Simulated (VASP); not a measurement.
# AlCo (Pm-3m) in VASP: notebook

AlCo is run at these levels: PBE; tasks: single point, relaxation of cell and atoms.

Everything below comes from runs of VASP 6.6.1. Logs are shortened: lines on timing, memory, paths and dates and some standing lists are left out, and cuts for length are marked.

### 1 The cell of the first run

The structure is cubic, space group Pm-3m (No. 221). The conventional cell has a = 2.864 Å, b = 2.864 Å, c = 2.864 Å, α = 90.00°, β = 90.00°, γ = 90.00°. Within 3.3 Å of Al (site symmetry m-3m) lie 8 Co at 2.48 Å and 6 Al at 2.86 Å. Co (site symmetry m-3m) has 8 Al at 2.48 Å and 6 Co at 2.86 Å within 3.3 Å.

### 2 Single point, PBE, collinear spin, ferromagnetic start

Contents of INCAR:

```
  PREC = Accurate
  ENCUT = 520
  EDIFF = 1E-6
  ISMEAR = -1
  SIGMA = 0.1
  LREAL = False
  LASPH = True
  NELM = 150
  ALGO = Normal
  ISIF = 2
  LWAVE = False
  LCHARG = False
  ISPIN = 2
  MAGMOM = 0 2.5
  LORBIT = 11
  LMAXMIX = 4
  GGA = PE
  NBANDS = 17
```

Contents of KPOINTS:

```
regular mesh
0
Gamma
  12 12 12
```

Contents of POSCAR:

```
AlCo
1.0
    2.8638009422      0.0000000000      0.0000000000
    0.0000000000      2.8638009422      0.0000000000
    0.0000000000      0.0000000000      2.8638009422
Al Co
1 1
Direct
    0.0000000000      0.0000000000      0.0000000000
    0.5000000000      0.5000000000      0.5000000000
```

Potentials or basis: VASP PAW PBE potentials, release 64 (Al, Co).

Run with:

```
> cat potpaw_PBE.64/Al/POTCAR potpaw_PBE.64/Co/POTCAR > POTCAR
> mpirun -np 1 vasp_std > vasp.out
```

OUTCAR:

```text
PREC = Accurate
   ENCUT = 520
   EDIFF = 1E-6
   ISMEAR = -1
   LREAL = False
   LASPH = True
   NELM = 150
   ISIF = 2
   ISPIN = 2
   LORBIT = 11
   GGA = PE

 ion  position               nearest neighbor table
   1  0.000  0.000  0.000-   2 2.48   2 2.48   2 2.48   2 2.48   2 2.48   2 2.48   2 2.48   2 2.48

   2  0.500  0.500  0.500-   1 2.48   1 2.48   1 2.48   1 2.48   1 2.48   1 2.48   1 2.48   1 2.48

  LATTYP: Found a simple cubic cell.
 ALAT       =     2.8638009422

  Lattice vectors:

 A1 = (   2.8638009422,   0.0000000000,   0.0000000000)
 A2 = (   0.0000000000,   2.8638009422,   0.0000000000)
 A3 = (   0.0000000000,   0.0000000000,   2.8638009422)

Analysis of symmetry for initial positions (statically):
=====================================================================
 Subroutine PRICEL returns:
 Original cell was already a primitive cell.

 Routine SETGRP: Setting up the symmetry group for a
 simple cubic supercell.

 Subroutine GETGRP returns: Found 48 space group operations
 (whereof 48 operations were pure point group operations)
 out of a pool of 48 trial point group operations.

The static configuration has the point symmetry O_h .

Analysis of symmetry for dynamics (positions and initial velocities):
=====================================================================
 Subroutine PRICEL returns:
 Original cell was already a primitive cell.

 Routine SETGRP: Setting up the symmetry group for a
 simple cubic supercell.

 Subroutine GETGRP returns: Found 48 space group operations
 (whereof 48 operations were pure point group operations)
 out of a pool of 48 trial point group operations.

The dynamic configuration has the point symmetry O_h .

Analysis of structural, dynamic, and magnetic symmetry:
=====================================================================
 Subroutine PRICEL returns:
 Original cell was already a primitive cell.

 Routine SETGRP: Setting up the symmetry group for a
 simple cubic supercell.

 Subroutine GETGRP returns: Found 48 space group operations
 (whereof 48 operations were pure point group operations)
 out of a pool of 48 trial point group operations.

The overall configuration has the point symmetry O_h .

 Subroutine INISYM returns: Found 48 space group operations
 (whereof 48 operations are pure point group operations),
 and found     1 'primitive' translations

----------------------------------------------------------------------------------------

                                     Primitive cell

  volume of cell :      23.4871

  direct lattice vectors                    reciprocal lattice vectors
     2.863800942  0.000000000  0.000000000     0.349186281  0.000000000  0.000000000
     0.000000000  2.863800942  0.000000000     0.000000000  0.349186281  0.000000000
     0.000000000  0.000000000  2.863800942     0.000000000  0.000000000  0.349186281

  length of vectors
     2.863800942  2.863800942  2.863800942     0.349186281  0.349186281  0.349186281

  position of ions in fractional coordinates (direct lattice)
     0.000000000  0.000000000  0.000000000
     0.500000000  0.500000000  0.500000000

  ion indices of the primitive-cell ions
   primitive index   ion index
                 1           1
                 2           2

----------------------------------------------------------------------------------------

 KPOINTS: regular mesh

Automatic generation of k-mesh.
 Grid dimensions read from file:
 generate k-points for:   12   12   12

 Generating k-lattice:

  Cartesian coordinates                     Fractional coordinates (reciprocal lattice)
     0.029098857  0.000000000  0.000000000     0.083333333  0.000000000  0.000000000
     0.000000000  0.029098857  0.000000000     0.000000000  0.083333333  0.000000000
     0.000000000  0.000000000  0.029098857     0.000000000  0.000000000  0.083333333

  Length of vectors
     0.029098857  0.029098857  0.029098857

  Shift w.r.t. Gamma in fractional coordinates (k-lattice)
     0.000000000  0.000000000  0.000000000

 Subroutine IBZKPT returns following result:
 ===========================================

 Found     84 irreducible k-points:

 Following reciprocal coordinates:
            Coordinates               Weight
  0.000000  0.000000  0.000000      1.000000
  0.083333  0.000000  0.000000      6.000000
  0.166667  0.000000  0.000000      6.000000
  0.250000  0.000000  0.000000      6.000000
  0.333333  0.000000  0.000000      6.000000
  0.416667  0.000000  0.000000      6.000000
[... 16 lines left out ...]
  0.333333  0.333333  0.000000     12.000000
  0.416667  0.333333  0.000000     24.000000
 [... further k-points ...]
   k-points           NKPTS =     84   k-points in BZ     NKDIM =     84   number of bands    NBANDS=     17
   number of dos      NEDOS =    301   number of ions     NIONS =      2
   total plane-waves  NPLWV =  13824
   dimension x,y,z NGX =    24 NGY =   24 NGZ =   24
   dimension x,y,z NGXF=    48 NGYF=   48 NGZF=   48
   ions per type =               1   1
   NGX,Y,Z   is equivalent  to a cutoff of  13.93, 13.93, 13.93 a.u.
   NGXF,Y,Z  is equivalent  to a cutoff of  27.86, 27.86, 27.86 a.u.
 SYSTEM =  unknown system
   PREC   = accura    normal or accurate (medium, high low for compatibility)
   ISTART =      0    job   : 0-new  1-cont  2-samecut
   ICHARG =      2    charge: 1-file 2-atom 10-const
   ISPIN  =      2    spin polarized calculation?
   LNONCOLLINEAR =      F non collinear calculations
   LSORBIT =      F    spin-orbit coupling
   LASPH  =      T    aspherical Exc in radial PAW
   ENCUT  =  520.0 eV  38.22 Ry    6.18 a.u.   5.32  5.32  5.32*2*pi/ulx,y,z
   NELM   =    150;   NELMIN=  2; NELMDL= -5     # of ELM steps
   EDIFF  = 0.1E-05   stopping-criterion for ELM
   LREAL  =      F    real-space projection
   EDIFFG = 0.1E-04   stopping-criterion for IOM
   NSW    =      0    number of steps for IOM
   IBRION =     -1    ionic relax: 0-MD 1-quasi-New 2-CG
   NFREE  =      0    steps in history (QN), initial steepest desc. (CG)
   ISIF   =      2    stress and relaxation
   ISYM   =      2    0-nonsym 1-usesym 2-fastsym
   POTIM  = 0.5000    time-step for ionic-motion
   TEBEG  =    0.0;   TEEND  =   0.0 temperature during run
   PSTRESS=    0.0 pullay stress
   NELECT =      12.0000    total number of electrons
   NUPDOWN=      -1.0000    fix difference up-down
   EMIN   =  10.00;   EMAX   =-10.00  energy-range for DOS
   EFERMI =   0.00;   METHOD = LEGACY
   ISMEAR =    -1;   SIGMA  =   0.10  broadening in eV -4-tet -1-fermi 0-gaus
   EFERMI_NEDOS =   21; number of points for ismear=-14 and -15
   IALGO  =     38    algorithm
   IMIX   =      4    mixing-type and parameters
     AMIX     =   0.40;   BMIX     =  1.00
     AMIX_MAG =   1.60;   BMIX_MAG =  1.00
  volume/ion in A,a.u.               =      11.74        79.25
  Fermi-wavevector in a.u.,A,eV,Ry     =   1.308757  2.473193 23.304677  1.712845
  Thomas-Fermi vector in A             =   2.439402
   LORBIT       =     11    0 simple, 1 ext, 2 COOP (PROOUT), +10 PAW based schemes
   GGA     = PE    functional components
   LHFCALC =     F    Hartree Fock is set to
   AEXX    =    0.0000 exact exchange contribution
   IVDW    =     0    specifies the selected vdW correction
   LEPSILON=     F    determine dielectric tensor
   LRPA    =     F    only Hartree local field effects (RPA)
 spin polarized calculation
  energy-cutoff  :      520.00
  volume of cell :       23.49
 maximum number of plane-waves:       648
 NGX is ok and might be reduce to    24
   NGX = 11   NGY = 11   NGZ = 11

 number of electron      11.9999998 magnetization       0.0013040

 Free energy of the ion-electron system (eV)
  ---------------------------------------------------
  ext. energy  EPLUGINS =         0.00000000
  ---------------------------------------------------
  free energy    TOTEN  =       -12.00111569 eV

  energy without entropy =      -11.97062247  energy(sigma->0) =      -11.98586908

 E-fermi :  10.3373     XC(G=0): -12.1949

 val. band max:       10.2751962230   @ k =   0.5000   0.4167   0.0833
 cond. band min:      10.3694911301   @ k =   0.4167   0.4167   0.0000
 fundamental gap:      0.0942949071
 Fermi energy:        10.3373129643

 spin component 1

 k-point     1 :       0.0000    0.0000    0.0000
  band No.  band energies     occupation
      1      -0.5947      1.00000
      2       7.4867      1.00000
      3       7.4867      1.00000
      4       9.5555      0.99960
      5       9.5555      0.99960
      6       9.5555      0.99960
[... 9 lines left out ...]
     16      33.8635      0.00000
     17      33.8635      0.00000
[... 441 lines left out ...]
 k-point    24 :       0.4167    0.3333    0.0000
  band No.  band energies     occupation
      1       4.0874      1.00000
      2       6.2914      1.00000
      3       7.8357      1.00000
      4       8.4388      1.00000
      5       8.8976      1.00000
      6       9.0697      1.00000
[... 9 lines left out ...]
     16      32.2703      0.00000
     17      32.5845      0.00000

 [... further k-points ...]

 spin component 2

 k-point     1 :       0.0000    0.0000    0.0000
  band No.  band energies     occupation
      1      -0.5950      1.00000
      2       7.4887      1.00000
      3       7.4887      1.00000
      4       9.5566      0.99959
      5       9.5566      0.99959
      6       9.5566      0.99959
[... 9 lines left out ...]
     16      33.8631      0.00000
     17      33.8631      0.00000
[... 441 lines left out ...]
 k-point    24 :       0.4167    0.3333    0.0000
  band No.  band energies     occupation
      1       4.0873      1.00000
      2       6.2918      1.00000
      3       7.8363      1.00000
      4       8.4404      1.00000
      5       8.8986      1.00000
      6       9.0707      1.00000
[... 9 lines left out ...]
     16      32.2704      0.00000
     17      32.5842      0.00000

 [... further k-points ...]
[... 5 lines left out ...]
  --------------------------------------------------------------------------------------
  -------------------------------------------------------------------------------------
  Total       -0.2999137     -0.2999137     -0.2999137     -0.0000000      0.0000000     -0.0000000
  in kB      -20.4587183    -20.4587183    -20.4587183     -0.0000000      0.0000000     -0.0000000
  external PRESSURE =     -20.4587183 kB  Pullay stress =       0.0000000 kB

 VOLUME and BASIS-vectors are now :
 -----------------------------------------------------------------------------
  energy-cutoff  :      520.00
  volume of cell :       23.49
      direct lattice vectors                 reciprocal lattice vectors
     2.863800942  0.000000000  0.000000000     0.349186281  0.000000000  0.000000000
     0.000000000  2.863800942  0.000000000     0.000000000  0.349186281  0.000000000
     0.000000000  0.000000000  2.863800942     0.000000000  0.000000000  0.349186281

 POSITION                                       TOTAL-FORCE (eV/Angst)
 -----------------------------------------------------------------------------------
      0.00000      0.00000      0.00000         0.000000      0.000000      0.000000
      1.43190      1.43190      1.43190         0.000000      0.000000      0.000000
 -----------------------------------------------------------------------------------
    total drift:                                0.000000      0.000000     -0.000000

  FREE ENERGIE OF THE ION-ELECTRON SYSTEM (eV)
  ---------------------------------------------------
  free  energy   TOTEN  =       -12.0011156899 eV

  energy  without entropy=      -11.9706224654  energy(sigma->0) =      -11.98586908

 total charge

# of ion       s       p       d       tot
------------------------------------------
    1        0.393   0.422   0.000   0.815
    2        0.429   0.495   7.498   8.422
--------------------------------------------------
tot          0.822   0.917   7.498   9.236

 magnetization (x)

# of ion       s       p       d       tot
------------------------------------------
    1       -0.000  -0.000   0.000  -0.000
    2       -0.000  -0.000   0.001   0.001
--------------------------------------------------
tot         -0.000  -0.000   0.001   0.001
```

Wall time 44 s (1 thread of Intel Xeon Platinum 8259CL at 2.50GHz (Skylake/Cascade Lake), shared host); peak memory 0.18 GiB.

What came out:

```yaml
Free_energy: -12.0011 eV
Pressure: -2.0 GPa
Band_gap_on_the_k_mesh: zero (filled and empty bands overlap)
Net_moment: 0.00 μB per cell
Valence_electrons_inside_the_program's_atomic_spheres: Al 0.81; Co 8.42
```

### 3 Relaxation of cell and atoms, PBE, collinear spin, ferromagnetic start, target pressure -2 GPa, at which the enthalpy is minimised

This run uses another cell than the first one, of 11.21 Å³/atom.

Contents of INCAR:

```
PREC     = Accurate       # precision mode
ENCUT    = 600            # plane-wave cutoff, eV
EDIFF    = 1E-7           # SCF threshold, eV
ISMEAR   = -1             # smearing method
SIGMA    = 0.1            # smearing width, eV
LREAL    = False          # projectors in reciprocal space
LASPH    = True           # aspherical terms in the spheres
NELM     = 150            # most SCF steps
ALGO     = Normal         # electronic algorithm
ISIF     = 3              # what is computed and relaxed
LWAVE    = False          # write WAVECAR
LCHARG   = False          # write CHGCAR
ISPIN    = 2              # spin polarisation
MAGMOM   = 0 2.5          # initial moments
LORBIT   = 11             # projections on sites
LMAXMIX  = 4              # l up to which the mixer works
GGA      = PE             # functional
IBRION   = 2              # ionic algorithm
NSW      = 80             # ionic steps
EDIFFG   = -0.02          # ionic threshold
PSTRESS  = -20.0
```

KPOINTS is that of step 2.

Contents of POSCAR:

```
AlCo
1.0
    2.8194030000      0.0000000000      0.0000000000
    0.0000000000      2.8194030000      0.0000000000
    0.0000000000      0.0000000000      2.8194030000
Al Co
1 1
Direct
    0.0000000000      0.0000000000      0.0000000000
    0.5000000000      0.5000000000      0.5000000000
```

Potentials or basis: VASP PAW PBE potentials, release 64 (Al, Co).

Run with:

```
> cat potpaw_PBE.64/Al/POTCAR potpaw_PBE.64/Co/POTCAR > POTCAR
> mpirun -np 1 vasp_std > vasp.out
```

Run time: 82 s. Hardware: 1 thread of Intel Xeon Platinum 8259CL at 2.50GHz (Skylake/Cascade Lake), shared host; peak memory 0.18 GiB.

Results (log left out):

```yaml
Free_energy: -12.0008 eV
Relaxed_volume: 11.74 Å³/atom
Relaxed_cell: a = 2.863 Å, b = 2.863 Å, c = 2.863 Å, α = 90.00°, β = 90.00°, γ = 90.00°
Space_group_after_relaxing_to_0.1_Å: Pm-3m (No. 221)
Energy_change_on_relaxing_the_run_minimises_the_enthalpy: -7.1 meV/atom
Ionic_steps: 3
Pressure_after_relaxing: -2.0 GPa
Band_gap_on_the_k_mesh: zero (filled and empty bands overlap)
Net_moment: 0.00 μB per cell
Valence_electrons_inside_the_program's_atomic_spheres: Al 0.81; Co 8.42
```

Step by step:
| step | energy change (eV) | largest force (eV/Å) | pressure (GPa) | volume (Å³) |
| --- | --- | --- | --- | --- |
| 1 | 0.0000 | 0.0000 | 6.69 | 22.41 |
| 2 | 0.0174 | 0.0000 | -8.22 | 24.44 |
| 3 | -0.0142 | 0.0000 | -1.99 | 23.48 |

Final structure:
```
CELL_PARAMETERS angstrom
2.86335 0.00000 0.00000
0.00000 2.86335 0.00000
0.00000 0.00000 2.86335
ATOMIC_POSITIONS crystal
Al 0.00000 0.00000 0.00000
Co 0.50000 0.50000 0.50000
```

Levels at points of the mesh, in eV from the Fermi level:
Spin up:
```tsv
k point	band 3	band 4	band 5	band 6	band 7	band 8	band 9	band 10
(0.00, 0.00, 0.00)	-2.85	-0.78	-0.78	-0.78	5.94	5.94	5.94	8.72
(0.50, 0.00, 0.00)	-2.28	-1.64	-1.64	-0.67	0.21	8.42	10.57	10.57
(0.50, 0.50, 0.00)	-2.60	-2.60	-1.43	-1.43	-0.19	2.43	3.41	12.63
(0.50, 0.50, 0.50)	-3.83	-0.16	-0.16	2.43	2.43	2.43	4.02	5.29
```
Spin down:
| k point | band 4 | band 5 | band 6 | band 7 | band 8 | band 9 |
| --- | --- | --- | --- | --- | --- | --- |
| (0.00, 0.00, 0.00) | -0.78 | -0.78 | -0.78 | 5.94 | 5.94 | 5.94 |
| (0.50, 0.00, 0.00) | -1.64 | -1.64 | -0.67 | 0.21 | 8.42 | 10.57 |
| (0.50, 0.50, 0.00) | -2.60 | -1.43 | -1.43 | -0.19 | 2.43 | 3.41 |
| (0.50, 0.50, 0.50) | -0.16 | -0.16 | 2.43 | 2.43 | 2.43 | 4.02 |

Caveat: the cell is relaxed towards a set pressure, so the run minimises the enthalpy, not the energy.

[end of part 1 of 2]
